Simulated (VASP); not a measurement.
Set up this calculation in VASP 6.6.1, as the native input.

```yaml
Task: single point
Functional: PBEsol
Potentials_or_basis: VASP PAW PBE potentials, release 64 (Sn_d)
Cutoff: 520 eV
k_mesh: 13 × 13 × 7
Occupations: fermi-dirac, width 0.1 eV
Spin: no spin polarisation
Dipole_correction: no
Further_INCAR_settings: ALGO = Normal; EDIFF = 1e-06; NBANDS = 21
```

The structure of Sn lies in POSCAR:

```
Sn
1.0
    2.7440528806      0.0000000000      0.0000000000
   -1.3720264403      2.3764195039      0.0000000000
    0.0000000000      0.0000000000      4.4290059567
Sn
2
Direct
    0.3333333333      0.6666666667      0.2500000000
    0.6666666667      0.3333333333      0.7500000000
```

This cell differs from its parent crystal: volume scaled by 0.55.

These files were run (other wordings do the same):

INCAR

```
SYSTEM = Sn
ALGO = Normal
EDIFF = 1E-6
ENCUT = 520
GGA = PS
ISIF = 2
ISMEAR = -1
LASPH = .True.
LCHARG = .True.
LELF = .True.
LREAL = .False.
LVHAR = .True.
LWAVE = .False.
NBANDS = 21
NELM = 60
PREC = Accurate
SIGMA = 0.1
```

KPOINTS

```
k-points
0
Gamma
  13 13 7
  0 0 0
```

Potentials or basis: VASP PAW PBE potentials, release 64 (Sn_d).

Command:

```sh
$ cat potpaw_PBE.64/Sn_d/POTCAR > POTCAR
$ mpirun -np 1 vasp_std > vasp.out
```

It gave:

| Item | Value |
| --- | --- |
| Pressure | 138.6 GPa |
| Band gap on the k mesh | zero (band 14 reaches 28.32 eV, above the bottom of band 15 at 14.84 eV) |

Caveat: the PAW data sets were made with another functional, which shifts forces and pressure a little; spin-orbit coupling is left out, which moves the levels of the heavy elements.

Run time: 79 s on 1 thread of AMD EPYC 7R13, on a shared host, peak memory 0.14 GiB.
